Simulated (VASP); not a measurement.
Set up this calculation in VASP 6.6.1, as the native input.

```yaml
Task: single point
Functional: b88 exchange, pbe correlation
Potentials_or_basis: VASP PAW PBE potentials, release 64 (Bi_d)
Cutoff: 500 eV
k_mesh: 9 × 9 × 9
Occupations: fermi-dirac, width 0.05 eV
Spin: no spin polarisation
Dipole_correction: no
Further_INCAR_settings: ALGO = Normal; EDIFF = 1e-06; NBANDS = 14
```

The structure of Bi lies in POSCAR:

```
Bi
1.0
   -2.0202919770      2.0202919770      2.0202919770
    2.0202919770     -2.0202919770      2.0202919770
    2.0202919770      2.0202919770     -2.0202919770
Bi
1
Direct
    0.0000000000      0.0000000000      0.0000000000
```

This isn't the form of Bi at room conditions, which is rhombohedral.

The input as run:

INCAR

```
SYSTEM = Bi
PREC = Accurate
ENCUT = 500
EDIFF = 1E-6
ISMEAR = -1
SIGMA = 0.05
LREAL = .FALSE.
LASPH = .TRUE.
NELM = 120
ALGO = Normal
ISIF = 2
LWAVE = .FALSE.
LCHARG = .TRUE.
GGA = LIBXC
LIBXC1 = GGA_X_B88
LIBXC2 = GGA_C_PBE
LELF = .TRUE.
LVHAR = .TRUE.
NBANDS = 14
GGA_COMPAT = .FALSE.
```

KPOINTS

```
Automatic mesh
0
G
  9 9 9
  0 0 0
```

Potentials or basis: VASP PAW PBE potentials, release 64 (Bi_d).

Launch:

```bash
$ cat potpaw_PBE.64/Bi_d/POTCAR > POTCAR
$ mpirun -np 1 vasp_std > vasp.out
```

It gave:

- Pressure: -2.2 GPa
- Band gap on the k mesh: zero (an odd number of electrons rules out a gap without spin polarisation)

Caveat: the PAW data sets were made with another functional, which shifts forces and pressure a little; spin-orbit coupling is left out, which moves the levels of the heavy elements.

Run time: 29 s on 1 thread of Intel(R) Xeon(R) Platinum 8259CL CPU @ 2.50GHz (Skylake/Cascade Lake), on a shared host, peak memory 0.15 GiB.
